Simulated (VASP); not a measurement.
# W (Im-3m) in VASP: further runs

Runs on W. Level: LDA. Tasks: single point, relaxation of cell and atoms.

Program: VASP 6.6.1. These are calculated values, not measurements. Logs are shortened: lines on timing, memory, paths and dates and some standing lists are left out, and cuts for length are marked.

## Step 1: The cell of the first run

The structure is cubic, space group Im-3m (No. 229). The conventional cell has a = 3.138 Å, b = 3.138 Å, c = 3.138 Å, α = 90.00°, β = 90.00°, γ = 90.00°. W (site symmetry m-3m) has 14 W at 2.72 to 3.14 Å within 3.6 Å.

## Step 2: Single point, LDA

The input, INCAR:

```
PREC = Accurate ; ENCUT = 520
EDIFF = 1E-6 ; ISMEAR = 0
SIGMA = 0.1 ; LREAL = False
LASPH = True ; NELM = 80
ALGO = Normal ; ISIF = 2
LWAVE = False ; LCHARG = True
LELF = True ; LVHAR = True
NBANDS = 13
```

The input, KPOINTS:

```
regular mesh
0
Gamma
  8 8 8
```

The input, POSCAR:

```
W
1.0
   -1.5689684577      1.5689684577      1.5689684577
    1.5689684577     -1.5689684577      1.5689684577
    1.5689684577      1.5689684577     -1.5689684577
W
1
Direct
    0.0000000000      0.0000000000      0.0000000000
```

Potentials or basis: VASP PAW LDA potentials, release 64 (W_sv).

Run with:

```sh
> cat potpaw_LDA.64/W_sv/POTCAR > POTCAR
> mpirun -np 1 vasp_std > vasp.out
```

OUTCAR:

```text
PREC = Accurate
   ENCUT = 520
   EDIFF = 1E-6
   ISMEAR = 0
   LREAL = False
   LASPH = True
   NELM = 80
   ISIF = 2

 ion  position               nearest neighbor table
   1  0.000  0.000  0.000-

  LATTYP: Found a body centered cubic cell.
 ALAT       =     3.1379369154

  Lattice vectors:

 A1 = (  -1.5689684577,   1.5689684577,   1.5689684577)
 A2 = (   1.5689684577,  -1.5689684577,   1.5689684577)
 A3 = (   1.5689684577,   1.5689684577,  -1.5689684577)

Analysis of symmetry for initial positions (statically):
=====================================================================
 Subroutine PRICEL returns:
 Original cell was already a primitive cell.

 Routine SETGRP: Setting up the symmetry group for a
 body centered cubic supercell.

 Subroutine GETGRP returns: Found 48 space group operations
 (whereof 48 operations were pure point group operations)
 out of a pool of 48 trial point group operations.

The static configuration has the point symmetry O_h .

Analysis of symmetry for dynamics (positions and initial velocities):
=====================================================================
 Subroutine PRICEL returns:
 Original cell was already a primitive cell.

 Routine SETGRP: Setting up the symmetry group for a
 body centered cubic supercell.

 Subroutine GETGRP returns: Found 48 space group operations
 (whereof 48 operations were pure point group operations)
 out of a pool of 48 trial point group operations.

The dynamic configuration has the point symmetry O_h .

 Subroutine INISYM returns: Found 48 space group operations
 (whereof 48 operations are pure point group operations),
 and found     1 'primitive' translations

----------------------------------------------------------------------------------------

                                     Primitive cell

  volume of cell :      15.4491

  direct lattice vectors                    reciprocal lattice vectors
    -1.568968458  1.568968458  1.568968458     0.000000000  0.318680721  0.318680721
     1.568968458 -1.568968458  1.568968458     0.318680721  0.000000000  0.318680721
     1.568968458  1.568968458 -1.568968458     0.318680721  0.318680721  0.000000000

  length of vectors
     2.717533084  2.717533084  2.717533084     0.450682598  0.450682598  0.450682598

  position of ions in fractional coordinates (direct lattice)
     0.000000000  0.000000000  0.000000000

  ion indices of the primitive-cell ions
   primitive index   ion index
                 1           1

----------------------------------------------------------------------------------------

 KPOINTS: regular mesh

Automatic generation of k-mesh.
 Grid dimensions read from file:
 generate k-points for:    8    8    8

 Generating k-lattice:

  Cartesian coordinates                     Fractional coordinates (reciprocal lattice)
     0.000000000  0.039835090  0.039835090     0.125000000  0.000000000  0.000000000
     0.039835090  0.000000000  0.039835090     0.000000000  0.125000000  0.000000000
     0.039835090  0.039835090  0.000000000     0.000000000  0.000000000  0.125000000

  Length of vectors
     0.056335325  0.056335325  0.056335325

  Shift w.r.t. Gamma in fractional coordinates (k-lattice)
     0.000000000  0.000000000  0.000000000

 Subroutine IBZKPT returns following result:
 ===========================================

 Found     29 irreducible k-points:

 Following reciprocal coordinates:
            Coordinates               Weight
  0.000000  0.000000  0.000000      1.000000
  0.125000  0.000000  0.000000     12.000000
  0.250000  0.000000  0.000000     12.000000
  0.375000  0.000000  0.000000     12.000000
  0.500000  0.000000  0.000000      6.000000
  0.125000  0.125000  0.000000     24.000000
[... 16 lines left out ...]
 -0.250000  0.250000  0.250000      6.000000
 -0.375000  0.375000  0.250000     24.000000
 [... further k-points ...]
   k-points           NKPTS =     29   k-points in BZ     NKDIM =     29   number of bands    NBANDS=     13
   number of dos      NEDOS =    301   number of ions     NIONS =      1
   total plane-waves  NPLWV =   8000
   dimension x,y,z NGX =    20 NGY =   20 NGZ =   20
   dimension x,y,z NGXF=    40 NGYF=   40 NGZF=   40
   ions per type =               1
   NGX,Y,Z   is equivalent  to a cutoff of  12.24, 12.24, 12.24 a.u.
   NGXF,Y,Z  is equivalent  to a cutoff of  24.47, 24.47, 24.47 a.u.
 SYSTEM =  unknown system
   PREC   = accura    normal or accurate (medium, high low for compatibility)
   ISTART =      0    job   : 0-new  1-cont  2-samecut
   ICHARG =      2    charge: 1-file 2-atom 10-const
   ISPIN  =      1    spin polarized calculation?
   LNONCOLLINEAR =      F non collinear calculations
   LSORBIT =      F    spin-orbit coupling
   LASPH  =      T    aspherical Exc in radial PAW
   ENCUT  =  520.0 eV  38.22 Ry    6.18 a.u.   5.05  5.05  5.05*2*pi/ulx,y,z
   NELM   =     80;   NELMIN=  2; NELMDL= -5     # of ELM steps
   EDIFF  = 0.1E-05   stopping-criterion for ELM
   LREAL  =      F    real-space projection
   EDIFFG = 0.1E-04   stopping-criterion for IOM
   NSW    =      0    number of steps for IOM
   IBRION =     -1    ionic relax: 0-MD 1-quasi-New 2-CG
   NFREE  =      0    steps in history (QN), initial steepest desc. (CG)
   ISIF   =      2    stress and relaxation
   ISYM   =      2    0-nonsym 1-usesym 2-fastsym
   POTIM  = 0.5000    time-step for ionic-motion
   TEBEG  =    0.0;   TEEND  =   0.0 temperature during run
   PSTRESS=    0.0 pullay stress
   NELECT =      14.0000    total number of electrons
   NUPDOWN=      -1.0000    fix difference up-down
   EMIN   =  10.00;   EMAX   =-10.00  energy-range for DOS
   EFERMI =   0.00;   METHOD = LEGACY
   ISMEAR =     0;   SIGMA  =   0.10  broadening in eV -4-tet -1-fermi 0-gaus
   EFERMI_NEDOS =   21; number of points for ismear=-14 and -15
   IALGO  =     38    algorithm
   IMIX   =      4    mixing-type and parameters
     AMIX     =   0.40;   BMIX     =  1.00
     AMIX_MAG =   1.60;   BMIX_MAG =  1.00
  volume/ion in A,a.u.               =      15.45       104.26
  Fermi-wavevector in a.u.,A,eV,Ry     =   1.584224  2.993750 34.147442  2.509766
  Thomas-Fermi vector in A             =   2.683875
   LORBIT       =      0    0 simple, 1 ext, 2 COOP (PROOUT), +10 PAW based schemes
   GGA     = CA    functional components
[... 41 lines left out ...]
     11      26.3306      0.00000
     12      26.3306      0.00000
     13      26.3306      0.00000

 k-point     2 :       0.1250    0.0000    0.0000
  band No.  band energies     occupation
      1     -62.0034      2.00000
      2     -26.0173      2.00000
      3     -25.8624      2.00000
      4     -25.7937      2.00000
      5       2.7695      2.00000
      6       9.9499      2.00000
      7      10.2444      2.00000
      8      11.1415      1.99997
      9      13.3820      0.00000
     10      13.9567      0.00000
     11      26.9017      0.00000
     12      27.6171      0.00000
     13      28.0168      0.00000

 k-point     3 :       0.2500    0.0000    0.0000
  band No.  band energies     occupation
      1     -61.9487      2.00000
      2     -26.5355      2.00000
      3     -26.0279      2.00000
      4     -25.7970      2.00000
      5       4.4747      2.00000
      6       9.0368      2.00000
      7       9.7964      2.00000
      8      13.2585      0.00000
      9      13.3127      0.00000
     10      14.1376      0.00000
     11      26.6600      0.00000
     12      28.6413      0.00000
     13      31.0210      0.00000

 k-point     4 :       0.3750    0.0000    0.0000
  band No.  band energies     occupation
      1     -61.8937      2.00000
      2     -27.0229      2.00000
      3     -26.1887      2.00000
      4     -25.8004      2.00000
      5       5.3156      2.00000
      6       8.2711      2.00000
      7      10.9174      2.00000
      8      13.8890      0.00000
      9      14.5656      0.00000
     10      16.2081      0.00000
     11      24.4312      0.00000
     12      25.1549      0.00000
     13      31.6843      0.00000

 k-point     5 :       0.5000    0.0000    0.0000
  band No.  band energies     occupation
      1     -61.8708      2.00000
      2     -27.2170      2.00000
      3     -26.2541      2.00000
      4     -25.8019      2.00000
      5       5.2709      2.00000
      6       7.9852      2.00000
      7      12.6284      0.00000
      8      13.8613      0.00000
      9      14.8514      0.00000
     10      18.0618      0.00000
     11      23.2071      0.00000
     12      23.3281      0.00000
     13      28.9134      0.00000

 k-point     6 :       0.1250    0.1250    0.0000
  band No.  band energies     occupation
      1     -61.9648      2.00000
      2     -26.3729      2.00000
      3     -25.9454      2.00000
      4     -25.8464      2.00000
      5       4.0719      2.00000
      6       9.4776      2.00000
      7       9.5494      2.00000
      8      12.7449      0.00000
      9      12.8770      0.00000
     10      14.3086      0.00000
     11      27.8964      0.00000
     12      28.3353      0.00000
     13      29.7167      0.00000

 k-point     7 :       0.2500    0.1250    0.0000
  band No.  band energies     occupation
      1     -61.9099      2.00000
      2     -26.8166      2.00000
      3     -26.1471      2.00000
      4     -25.8700      2.00000
      5       5.6321      2.00000
      6       8.6455      2.00000
      7       9.4556      2.00000
      8      13.1767      0.00000
      9      14.6946      0.00000
     10      15.5621      0.00000
     11      25.6322      0.00000
     12      27.4316      0.00000
     13      31.4710      0.00000
[... 193 lines left out ...]
 k-point    20 :      -0.3750    0.5000    0.1250
  band No.  band energies     occupation
      1     -61.8424      2.00000
      2     -27.0103      2.00000
      3     -26.5055      2.00000
      4     -26.0572      2.00000
      5       6.8639      2.00000
      6       8.5556      2.00000
      7       9.5024      2.00000
      8      12.7123      0.00000
      9      15.6534      0.00000
     10      19.2253      0.00000
     11      22.8733      0.00000
     12      26.8841      0.00000
     13      29.1825      0.00000

 k-point    21 :      -0.3750   -0.3750    0.1250
  band No.  band energies     occupation
      1     -61.8283      2.00000
      2     -26.8283      2.00000
      3     -26.8283      2.00000
      4     -26.0711      2.00000
      5       8.1362      2.00000
      6       8.1362      2.00000
      7       8.2497      2.00000
      8      14.6212      0.00000
      9      14.6212      0.00000
     10      20.8558      0.00000
     11      23.4669      0.00000
     12      23.4669      0.00000
     13      32.5473      0.00000

 k-point    22 :       0.2500    0.2500    0.2500
  band No.  band energies     occupation
      1     -61.8602      2.00000
      2     -26.5157      2.00000
      3     -26.5157      2.00000
      4     -26.5157      2.00000
      5       8.7137      2.00000
      6       8.7137      2.00000
      7       8.7137      2.00000
      8      15.0235      0.00000
      9      15.0235      0.00000
     10      18.5733      0.00000
     11      24.3355      0.00000
     12      24.3355      0.00000
     13      24.3355      0.00000

 k-point    23 :      -0.2500    0.2500    0.2500
  band No.  band energies     occupation
      1     -61.8815      2.00000
      2     -26.5624      2.00000
      3     -26.2825      2.00000
      4     -26.2825      2.00000
      5       6.5208      2.00000
      6       8.7219      2.00000
      7      11.1426      1.99996
      8      11.1426      1.99996
      9      13.0628      0.00000
     10      15.2730      0.00000
     11      26.4636      0.00000
     12      31.7583      0.00000
     13      31.7584      0.00000

 k-point    24 :      -0.3750    0.3750    0.2500
  band No.  band energies     occupation
      1     -61.8337      2.00000
      2     -26.8570      2.00000
      3     -26.4559      2.00000
      4     -26.3249      2.00000
      5       7.0621      2.00000
      6       7.7486      2.00000
      7      11.1439      1.99996
      8      11.9671      0.00000
      9      15.5313      0.00000
     10      16.2750      0.00000
     11      25.8203      0.00000
     12      28.4025      0.00000
     13      29.4664      0.00000

 [... further k-points ...]
[... 5 lines left out ...]
  --------------------------------------------------------------------------------------
  -------------------------------------------------------------------------------------
  Total        0.1835315      0.1835315      0.1835315     -0.0000000      0.0000000     -0.0000000
  in kB       19.0334990     19.0334990     19.0334990     -0.0000000      0.0000000     -0.0000000
  external PRESSURE =      19.0334990 kB  Pullay stress =       0.0000000 kB

 VOLUME and BASIS-vectors are now :
 -----------------------------------------------------------------------------
  energy-cutoff  :      520.00
  volume of cell :       15.45
      direct lattice vectors                 reciprocal lattice vectors
    -1.568968458  1.568968458  1.568968458     0.000000000  0.318680721  0.318680721
     1.568968458 -1.568968458  1.568968458     0.318680721  0.000000000  0.318680721
     1.568968458  1.568968458 -1.568968458     0.318680721  0.318680721  0.000000000

 POSITION                                       TOTAL-FORCE (eV/Angst)
 -----------------------------------------------------------------------------------
      0.00000      0.00000      0.00000         0.000000      0.000000      0.000000
 -----------------------------------------------------------------------------------
    total drift:                               -0.000000     -0.000000      0.000000

  FREE ENERGIE OF THE ION-ELECTRON SYSTEM (eV)
  ---------------------------------------------------
  free  energy   TOTEN  =       -14.1016970071 eV

  energy  without entropy=      -14.1016949413  energy(sigma->0) =      -14.10169597
```

Run time: 3 s. Hardware: 1 thread of AMD EPYC 9R45 (Zen 5), shared host; peak memory 0.09 GiB.

Results:

- Free energy: -14.1017 eV
- Pressure: 1.9 GPa
- Band gap on the k mesh: zero (band 7 reaches 17.03 eV, above the bottom of band 8 at 10.39 eV)

Levels at points of the mesh, in eV from the Fermi level:
```tsv
k point	band 4	band 5	band 6	band 7	band 8	band 9	band 10	band 11
(0.00, 0.00, 0.00)	-37.23	-9.42	-1.04	-1.04	-1.04	2.51	2.51	14.90
(0.50, 0.00, 0.00)	-37.24	-6.16	-3.45	1.19	2.43	3.42	6.63	11.77
(0.50, 0.50, 0.50)	-38.22	-5.80	-5.80	5.59	5.59	5.59	8.83	8.83
```

Caveat: spin-orbit coupling is left out, which moves the levels of the heavy elements.

## Step 3: Relaxation of cell and atoms, LDA

This run uses another cell than the first one, of 16.41 Å³/atom, 1.062 times its volume.

The input, INCAR:

```
SYSTEM = W
PREC     = Accurate       ! precision mode
ENCUT    = 600            ! plane-wave cutoff, eV
EDIFF    = 1E-6           ! SCF threshold, eV
ISMEAR   = 0              ! smearing method
SIGMA    = 0.1            ! smearing width, eV
LREAL    = .False.        ! projectors in reciprocal space
LASPH    = .True.         ! aspherical terms in the spheres
NELM     = 60             ! most SCF steps
ALGO     = Fast           ! electronic algorithm
ISIF     = 3              ! what is computed and relaxed
LWAVE    = .False.        ! write WAVECAR
LCHARG   = .False.        ! write CHGCAR
IBRION   = 2              ! ionic algorithm
NSW      = 100            ! ionic steps
EDIFFG   = -0.05          ! ionic threshold
```

The input, KPOINTS:

```
Automatic mesh
0
Gamma
  8 8 8
  0 0 0
```

The input, POSCAR:

```
W
1.0
   -1.6007500000      1.6007500000      1.6007500000
    1.6007500000     -1.6007500000      1.6007500000
    1.6007500000      1.6007500000     -1.6007500000
W
1
Direct
    0.0000000000      0.0000000000      0.0000000000
```

Potentials or basis: VASP PAW LDA potentials, release 64 (W_sv).

Run with:

```sh
> cat potpaw_LDA.64/W_sv/POTCAR > POTCAR
> mpirun -np 1 vasp_std > vasp.out
```

It took 13 s on 1 thread of AMD EPYC 9R45 (Zen 5), shared host; peak memory 0.11 GiB.

The run converged. Its results:

```
Free energy                            : -14.1025 eV
Relaxed volume                         : 15.56 Å³/atom
Relaxed cell                           : a = 2.724 Å, b = 2.724 Å, c = 2.724 Å, α = 109.47°, β = 109.47°, γ = 109.47°
Space group after relaxing (to 0.05 Å) : Im-3m (No. 229)
Energy gained by relaxing              : 47.0 meV/atom
Ionic steps                            : 4
Pressure after relaxing                : -0.4 GPa
Band gap on the k mesh                 : zero (band 7 reaches 16.87 eV, above the bottom of band 8 at 10.30 eV)
```

Step by step:
| step | energy change (eV) | largest force (eV/Å) | pressure (GPa) | volume (Å³) |
| --- | --- | --- | --- | --- |
| 1 | 0.0000 | 0.0000 | -16.43 | 16.41 |
| 2 | 0.7193 | 0.0000 | 103.57 | 12.73 |
| 3 | -0.0466 | 0.0000 | -1.72 | 15.62 |
| 4 | -0.0470 | 0.0000 | -0.42 | 15.56 |

Final structure:
```
W
1.0
    -1.57257    1.57257    1.57257
     1.57257   -1.57257    1.57257
     1.57257    1.57257   -1.57257
W
1
Direct
  0.00000 0.00000 0.00000
```

Levels at points of the mesh, in eV from the Fermi level:
| k point | band 4 | band 5 | band 6 | band 7 | band 8 | band 9 | band 10 | band 11 |
| --- | --- | --- | --- | --- | --- | --- | --- | --- |
| (0.00, 0.00, 0.00) | -37.25 | -9.39 | -1.04 | -1.04 | -1.04 | 2.48 | 2.48 | 14.88 |
| (0.50, 0.00, 0.00) | -37.26 | -6.12 | -3.42 | 1.16 | 2.40 | 3.38 | 6.56 | 11.87 |
| (0.50, 0.50, 0.50) | -38.22 | -5.75 | -5.75 | 5.54 | 5.54 | 5.54 | 8.77 | 8.77 |

Caveat: spin-orbit coupling is left out, which moves the levels of the heavy elements. LDA usually gives volumes a few per cent too small.

## Step 4: Single point, LDA

This run uses another cell than the first one, of 15.40 Å³/atom, 0.997 times its volume.

The input, INCAR:

```
SYSTEM = W
ALGO     = Fast           ! electronic algorithm
EDIFF    = 1E-6           ! SCF threshold, eV
ENCUT    = 520            ! plane-wave cutoff, eV
ISIF     = 2              ! what is computed and relaxed
ISMEAR   = 0              ! smearing method
LASPH    = .TRUE.         ! aspherical terms in the spheres
LCHARG   = .TRUE.         ! write CHGCAR
LELF     = .TRUE.         ! ELF
LREAL    = .FALSE.        ! projectors in reciprocal space
LVHAR    = .TRUE.       
LWAVE    = .FALSE.        ! write WAVECAR
NBANDS   = 13             ! bands
NELM     = 80             ! most SCF steps
PREC     = Accurate       ! precision mode
SIGMA    = 0.1            ! smearing width, eV
```

The input, KPOINTS:

```
k-points
0
G
  16 16 16
  0 0 0
```

The input, POSCAR:

```
W
1.0
   -1.5674691639      1.5674691639      1.5674691639
    1.5674691639     -1.5674691639      1.5674691639
    1.5674691639      1.5674691639     -1.5674691639
W
1
Direct
    0.0000000000      0.0000000000      0.0000000000
```

Run with:

```sh
> cat potpaw_LDA.64/W_sv/POTCAR > POTCAR
> mpirun -np 1 vasp_std > vasp.out
```

It took 14 s on 1 thread of AMD EPYC 9R45 (Zen 5), shared host; peak memory 0.11 GiB.

The run converged. Its results:

| Property | Result |
| --- | --- |
| Free energy | -14.1102 eV |
| Pressure | 1.9 GPa |
| Band gap on the k mesh | zero (band 7 reaches 17.10 eV, above the bottom of band 8 at 10.43 eV) |

Levels at points of the mesh, in eV from the Fermi level:
| k point | band 3 | band 4 | band 5 | band 6 | band 7 | band 8 | band 9 | band 10 | band 11 | band 12 |
| --- | --- | --- | --- | --- | --- | --- | --- | --- | --- | --- |
| (0.00, 0.00, 0.00) | -37.50 | -37.50 | -9.73 | -1.34 | -1.34 | -1.34 | 2.23 | 2.23 | 14.61 | 14.61 |
| (0.50, 0.00, 0.00) | -37.97 | -37.51 | -6.47 | -3.76 | 0.91 | 2.15 | 3.14 | 6.37 | 11.53 | 11.61 |
| (0.50, 0.50, 0.50) | -38.51 | -38.51 | -6.11 | -6.11 | 5.33 | 5.33 | 5.33 | 8.56 | 8.56 | 8.56 |

Caveat: spin-orbit coupling is left out, which moves the levels of the heavy elements.

## Step 5: The runs side by side

```tsv
task	cell	k mesh	cutoff (eV)	gap on the mesh (eV)	pressure (GPa)
single point	a = 2.718 Å, angles 109.5°, 1 atom	8 × 8 × 8	520	none	1.9
relaxation of cell and atoms	relaxed from a = 2.773 Å, angles 109.5°, 1 atom	8 × 8 × 8	600	none	-0.4
single point	a = 2.715 Å, angles 109.5°, 1 atom	16 × 16 × 16	520	none	1.9
```

Alike in all rows: level LDA; potentials or basis VASP PAW LDA potentials, release 64 (W_sv); no spin polarisation; smearing gaussian 0.1 eV.

Caveats: spin-orbit coupling is left out, which moves the levels of the heavy elements.

Total energies depend on the potentials used, so only differences within one code and one set of settings carry meaning.
